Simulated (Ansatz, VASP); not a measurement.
# One calculation of Ta, two programs

```
Ta
1.0
    -2.64546    2.64546    1.40366
     2.64546   -2.64546    1.40366
     2.64546    2.64546   -1.40366
Ta
2
Cartesian
  0.0000 0.0000 0.0000
  0.0000 2.6455 0.7018
```

Alike in both runs: task relaxation of cell and atoms; functional PBE; k mesh 22 × 22 × 22; occupations gaussian, width 0.1 eV; no spin polarisation.

```csv
,VASP,Ansatz
version,VASP 6.6.1,Ansatz 0.2.0
potentials or method,"VASP PAW PBE potentials, release 64 (Ta_pv), cutoff 600 eV","scalar-relativistic, plane waves, PAW"
valence electrons in the cell,22,26
```

Ansatz gave:

* gap on the k mesh at the Fermi level, each at its own relaxed structure (eV): none
* relaxed volume (Å³/atom): 19.68
* relaxed length of the cell vector where the two differ most in proportion (Å): 3.996

Question: Estimate VASP's values.

Answer: gap on the k mesh at the Fermi level, each at its own relaxed structure (eV): none; relaxed volume (Å³/atom): 19.69; relaxed length of the cell vector where the two differ most in proportion (Å): 3.997.

A gap of «none» marks a metal or a gap that the smearing closes. VASP's potentials hold 22 valence electrons a cell and Ansatz's 26, so a difference there can come from the potentials and not from the codes.

Spin-orbit coupling is off throughout.
